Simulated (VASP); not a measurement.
# SnO2 in VASP: single point with HSE06

Aim: the single point of SnO2 with HSE06.

Everything below comes from runs of VASP 6.6.1. Logs are shortened: lines on timing, memory, paths and dates and some standing lists are left out, and cuts for length are marked.

## (1) The cell of the first run

The typed cell holds 6 atoms: a = 4.761 Å, b = 4.761 Å, c = 3.200 Å, α = 90.00°, β = 90.00°, γ = 90.00°.

## (2) Single point, HSE06

The input, POSCAR:

```
SnO2
1.0
    4.7605144913      0.0000000000      0.0000000000
    0.0000000000      4.7606977633      0.0000000000
    0.0000000000      0.0000000000      3.2000515029
Sn O
2 4
Direct
    0.5000000000      0.5000000000      0.5000000000
    0.0000000000      0.0000000000      0.0000000000
    0.3058348108      0.3059224605      0.0000000000
    0.8058348108      0.1940775395      0.5000000000
    0.1941651892      0.8059224605      0.5000000000
    0.6941651892      0.6940775395      0.0000000000
```

The input, INCAR.step1:

```
  PREC = Accurate
  ENCUT = 520
  EDIFF = 1E-5
  ISMEAR = 0
  SIGMA = 0.01
  LREAL = False
  LASPH = True
  NELM = 80
  ALGO = Normal
  ISIF = 2
  LWAVE = True
  LCHARG = False
  GGA = PE
  NBANDS = 35
```

The input, INCAR.step2:

```
  PREC = Accurate
  ENCUT = 520
  EDIFF = 1E-6
  ISMEAR = 0
  SIGMA = 0.01
  LREAL = False
  LASPH = True
  NELM = 80
  ALGO = Normal
  ISIF = 2
  LWAVE = False
  LCHARG = False
  GGA = PE
  LHFCALC = True
  HFSCREEN = 0.2079
  PRECFOCK = Fast
  ISTART = 1
  NBANDS = 35
```

The input, KPOINTS:

```
Automatic mesh
0
Gamma
  2 2 4
```

Potentials or basis: VASP PAW PBE potentials, release 64 (Sn_d, O).

Launch:

```sh
> cat potpaw_PBE.64/Sn_d/POTCAR potpaw_PBE.64/O/POTCAR > POTCAR
> cp INCAR.step1 INCAR
> mpirun -np 1 vasp_std > vasp.out
> cp INCAR.step2 INCAR
> mpirun -np 1 vasp_std > vasp.out
```

OUTCAR:

```text
PREC = Accurate
   ENCUT = 520
   EDIFF = 1E-6
   ISMEAR = 0
   LREAL = False
   LASPH = True
   NELM = 80
   ISIF = 2
   GGA = PE
   LHFCALC = True
   HFSCREEN = 0.2079
   PRECFOCK = Fast
   ISTART = 1

 ion  position               nearest neighbor table
   1  0.500  0.500  0.500-   4 2.06   5 2.06   3 2.07   6 2.07   3 2.07   6 2.07   2 3.73   2 3.73
                             2 3.73   2 3.73   2 3.73   2 3.73   2 3.73   2 3.73
   2  0.000  0.000  0.000-   3 2.06   6 2.06   5 2.07   4 2.07   4 2.07   5 2.07   1 3.73   1 3.73
                             1 3.73   1 3.73   1 3.73   1 3.73   1 3.73   1 3.73
   3  0.306  0.306  0.000-   2 2.06   1 2.07   1 2.07
   4  0.806  0.194  0.500-   1 2.06   2 2.07   2 2.07
   5  0.194  0.806  0.500-   1 2.06   2 2.07   2 2.07
   6  0.694  0.694  0.000-   2 2.06   1 2.07   1 2.07

  LATTYP: Found a simple orthorhombic cell.
 ALAT       =     3.2000515029
 B/A-ratio  =     1.4876368355
 C/A-ratio  =     1.4876941071

  Lattice vectors:

 A1 = (   0.0000000000,   0.0000000000,   3.2000515029)
 A2 = (   4.7605144913,   0.0000000000,   0.0000000000)
 A3 = (   0.0000000000,   4.7606977633,   0.0000000000)

Analysis of symmetry for initial positions (statically):
=====================================================================
 Subroutine PRICEL returns:
 Original cell was already a primitive cell.

 Routine SETGRP: Setting up the symmetry group for a
 simple orthorhombic supercell.

 Subroutine GETGRP returns: Found  8 space group operations
 (whereof  4 operations were pure point group operations)
 out of a pool of  8 trial point group operations.

The static configuration has the point symmetry C_2h.
 The point group associated with its full space group is D_2h.

Analysis of symmetry for dynamics (positions and initial velocities):
=====================================================================
 Subroutine PRICEL returns:
 Original cell was already a primitive cell.

 Routine SETGRP: Setting up the symmetry group for a
 simple orthorhombic supercell.

 Subroutine GETGRP returns: Found  8 space group operations
 (whereof  4 operations were pure point group operations)
 out of a pool of  8 trial point group operations.

The dynamic configuration has the point symmetry C_2h.
 The point group associated with its full space group is D_2h.

 Subroutine INISYM returns: Found  8 space group operations
 (whereof  4 operations are pure point group operations),
 and found     1 'primitive' translations

----------------------------------------------------------------------------------------

                                     Primitive cell

  volume of cell :      72.5240

  direct lattice vectors                    reciprocal lattice vectors
     4.760514491  0.000000000  0.000000000     0.210061329  0.000000000  0.000000000
     0.000000000  4.760697763  0.000000000     0.000000000  0.210053242  0.000000000
     0.000000000  0.000000000  3.200051503     0.000000000  0.000000000  0.312494971

  length of vectors
     4.760514491  4.760697763  3.200051503     0.210061329  0.210053242  0.312494971

  position of ions in fractional coordinates (direct lattice)
     0.500000000  0.500000000  0.500000000
     0.000000000  0.000000000  0.000000000
     0.305834811  0.305922460  0.000000000
     0.805834811  0.194077540  0.500000000
     0.194165189  0.805922460  0.500000000
     0.694165189  0.694077540  0.000000000

  ion indices of the primitive-cell ions
   primitive index   ion index
                 1           1
                 2           2
                 3           3
                 4           4
                 5           5
                 6           6

----------------------------------------------------------------------------------------

 KPOINTS: Automatic mesh

Automatic generation of k-mesh.
 Grid dimensions read from file:
 generate k-points for:    2    2    4

 Generating k-lattice:

  Cartesian coordinates                     Fractional coordinates (reciprocal lattice)
     0.105030664  0.000000000  0.000000000     0.500000000  0.000000000  0.000000000
     0.000000000  0.105026621  0.000000000     0.000000000  0.500000000  0.000000000
     0.000000000  0.000000000  0.078123743     0.000000000  0.000000000  0.250000000

  Length of vectors
     0.105030664  0.105026621  0.078123743

  Shift w.r.t. Gamma in fractional coordinates (k-lattice)
     0.000000000  0.000000000  0.000000000

 Subroutine IBZKPT returns following result:
 ===========================================

 Found     12 irreducible k-points:

 Following reciprocal coordinates:
            Coordinates               Weight
  0.000000  0.000000  0.000000      1.000000
  0.500000  0.000000  0.000000      1.000000
  0.000000  0.500000  0.000000      1.000000
  0.500000  0.500000  0.000000      1.000000
  0.000000  0.000000  0.250000      2.000000
  0.500000  0.000000  0.250000      2.000000
  0.000000  0.500000  0.250000      2.000000
  0.500000  0.500000  0.250000      2.000000
  0.000000  0.000000  0.500000      1.000000
  0.500000  0.000000  0.500000      1.000000
  0.000000  0.500000  0.500000      1.000000
  0.500000  0.500000  0.500000      1.000000
   k-points           NKPTS =     12   k-points in BZ     NKDIM =     16   number of bands    NBANDS=     35
   number of dos      NEDOS =    301   number of ions     NIONS =      6
   total plane-waves  NPLWV =  31104
   dimension x,y,z NGX =    36 NGY =   36 NGZ =   24
   dimension x,y,z NGXF=    72 NGYF=   72 NGZF=   48
   ions per type =               2   4
   NGX,Y,Z   is equivalent  to a cutoff of  12.57, 12.57, 12.47 a.u.
   NGXF,Y,Z  is equivalent  to a cutoff of  25.14, 25.14, 24.94 a.u.
 SYSTEM =  unknown system
   PREC   = accura    normal or accurate (medium, high low for compatibility)
   ISTART =      1    job   : 0-new  1-cont  2-samecut
   ICHARG =      0    charge: 1-file 2-atom 10-const
   ISPIN  =      1    spin polarized calculation?
   LNONCOLLINEAR =      F non collinear calculations
   LSORBIT =      F    spin-orbit coupling
   LASPH  =      T    aspherical Exc in radial PAW
   ENCUT  =  520.0 eV  38.22 Ry    6.18 a.u.   8.85  8.85  5.95*2*pi/ulx,y,z
   NELM   =     80;   NELMIN=  2; NELMDL=  0     # of ELM steps
   EDIFF  = 0.1E-05   stopping-criterion for ELM
   LREAL  =      F    real-space projection
   EDIFFG = 0.1E-04   stopping-criterion for IOM
   NSW    =      0    number of steps for IOM
   IBRION =     -1    ionic relax: 0-MD 1-quasi-New 2-CG
   NFREE  =      0    steps in history (QN), initial steepest desc. (CG)
   ISIF   =      2    stress and relaxation
   ISYM   =      3    0-nonsym 1-usesym 2-fastsym
   POTIM  = 0.5000    time-step for ionic-motion
   TEBEG  =    0.0;   TEEND  =   0.0 temperature during run
   PSTRESS=    0.0 pullay stress
   NELECT =      52.0000    total number of electrons
   NUPDOWN=      -1.0000    fix difference up-down
   EMIN   =  10.00;   EMAX   =-10.00  energy-range for DOS
   EFERMI =   0.00;   METHOD = LEGACY
   ISMEAR =     0;   SIGMA  =   0.01  broadening in eV -4-tet -1-fermi 0-gaus
   EFERMI_NEDOS =   21; number of points for ismear=-14 and -15
   IALGO  =     38    algorithm
   IMIX   =      1    mixing-type and parameters
     AMIX     =   0.40;   BMIX     =  1.00
     AMIX_MAG =   1.60;   BMIX_MAG =  1.00
  volume/ion in A,a.u.               =      12.09        81.57
  Fermi-wavevector in a.u.,A,eV,Ry     =   1.465263  2.768945 29.211632  2.146994
  Thomas-Fermi vector in A             =   2.581140
   LORBIT       =      0    0 simple, 1 ext, 2 COOP (PROOUT), +10 PAW based schemes
   GGA     = PE    functional components
   LHFCALC =     T    Hartree Fock is set to
   PRECFOCK=fast      Normal, Fast or Accurate (Low or Medium for compatibility)
   ENCUT4O =  -1.0   cutoff for four orbital integrals eV
   NKREDX  =     1    reduce k-point grid by
   NKREDY  =     1    reduce k-point grid by
   NKREDZ  =     1    reduce k-point grid by
   AEXX    =    0.2500 exact exchange contribution
   HFSCREEN=    0.2079 screening length (either q_TF or 0.3 A-1)
   HFSCREENC=   0.2079 screening length for correlation (either q_TF or 0.3 A-1)
   ENCUTFOCK=  -1.0 apply spherical cutoff to Coloumb kernel
   IVDW    =     0    specifies the selected vdW correction
   LEPSILON=     F    determine dielectric tensor
   LRPA    =     F    only Hartree local field effects (RPA)
 non-spin polarized calculation
 Gauss-broadening in eV      SIGMA  =   0.01
  energy-cutoff  :      520.00
  volume of cell :       72.52
 maximum number of plane-waves:      1992
 NGX is ok and might be reduce to    36
  NGX = 20; NGY = 20; NGZ = 14

 number of electron      52.0000003 magnetization

 Free energy of the ion-electron system (eV)
  ---------------------------------------------------
  ext. energy  EPLUGINS =         0.00000000
  ---------------------------------------------------
  free energy    TOTEN  =       -47.37268569 eV

  energy without entropy =      -47.37268569  energy(sigma->0) =      -47.37268569

 E-fermi :   4.7065     XC(G=0):  -9.1673

 val. band max:        4.6432620562   @ k =   0.0000   0.0000   0.0000
 cond. band min:       7.4999035039   @ k =   0.0000   0.0000   0.0000
 fundamental gap:      2.8566414477
 Fermi energy:         4.7064536634

 k-point     1 :       0.0000    0.0000    0.0000
  band No.  band energies     occupation
      1     -17.8212      2.00000
      2     -16.9391      2.00000
      3     -16.6690      2.00000
      4     -16.6689      2.00000
      5     -16.6444      2.00000
      6     -16.5953      2.00000
[... 27 lines left out ...]
     34      19.0096      0.00000
     35      19.3631      0.00000

 k-point     2 :       0.5000    0.0000    0.0000
  band No.  band energies     occupation
      1     -17.4325      2.00000
      2     -17.4325      2.00000
      3     -16.6621      2.00000
      4     -16.6621      2.00000
      5     -16.6542      2.00000
      6     -16.6542      2.00000
[... 27 lines left out ...]
     34      19.0481      0.00000
     35      19.3933      0.00000
[... 340 lines left out ...]
     34      18.7963      0.00000
     35      19.0380      0.00000

 k-point    12 :       0.5000    0.5000    0.5000
  band No.  band energies     occupation
      1     -17.5557      2.00000
      2     -17.5557      2.00000
      3     -17.0552      2.00000
      4     -17.0552      2.00000
      5     -16.4835      2.00000
      6     -16.4835      2.00000
[... 27 lines left out ...]
     34      18.0650      0.00000
     35      19.7301      0.00000

------------------------ aborting loop because EDIFF is reached ----------------------------------------

  FORCE on cell =-STRESS in cart. coord.  units (eV):
  Direction    XX          YY          ZZ          XY          YZ          ZX
  --------------------------------------------------------------------------------------
  -------------------------------------------------------------------------------------
  Total       -0.3507702     -0.3503749     -0.6522267     -0.0000000      0.0000000      0.0000000
  in kB       -7.7491089     -7.7403770    -14.4087966     -0.0000000      0.0000000      0.0000000
  external PRESSURE =      -9.9660941 kB  Pullay stress =       0.0000000 kB

 VOLUME and BASIS-vectors are now :
 -----------------------------------------------------------------------------
  energy-cutoff  :      520.00
  volume of cell :       72.52
      direct lattice vectors                 reciprocal lattice vectors
     4.760514491  0.000000000  0.000000000     0.210061329  0.000000000  0.000000000
     0.000000000  4.760697763  0.000000000     0.000000000  0.210053242  0.000000000
     0.000000000  0.000000000  3.200051503     0.000000000  0.000000000  0.312494971

 POSITION                                       TOTAL-FORCE (eV/Angst)
 -----------------------------------------------------------------------------------
      2.38026      2.38035      1.60003         0.000000     -0.000000      0.000000
      0.00000      0.00000      0.00000         0.000000     -0.000000      0.000000
      1.45593      1.45640      0.00000         0.043587      0.043198      0.000000
      3.83619      0.92394      1.60003         0.043587     -0.043198      0.000000
      0.92433      3.83675      1.60003        -0.043587      0.043198      0.000000
      3.30458      3.30429      0.00000        -0.043587     -0.043198      0.000000
 -----------------------------------------------------------------------------------
    total drift:                               -0.000016     -0.000007     -0.000012

  FREE ENERGIE OF THE ION-ELECTRON SYSTEM (eV)
  ---------------------------------------------------
  free  energy   TOTEN  =       -47.3726856876 eV

  energy  without entropy=      -47.3726856876  energy(sigma->0) =      -47.37268569
```

Run time: 18 min. Hardware: 1 thread of AMD EPYC 7R43 (Zen 3), shared host; peak memory 0.25 GiB.

Results:

```yaml
Free_energy: -47.3727 eV
Pressure: -1.0 GPa
Largest_force: 0.061 eV/Å
Band_gap_on_the_k_mesh: 2.86 eV
```

Forces on the atoms (eV/Å):
```
Sn   0.000  0.000  0.000
Sn   0.000  0.000  0.000
O    0.044  0.043  0.000
O    0.044 -0.043  0.000
O   -0.044  0.043  0.000
O   -0.044 -0.043  0.000
```

Caveat: the k points lie up to 0.66 Å⁻¹ apart; the PAW data sets were made with another functional, which shifts forces and pressure a little; spin-orbit coupling is left out, which moves the levels of the heavy elements.
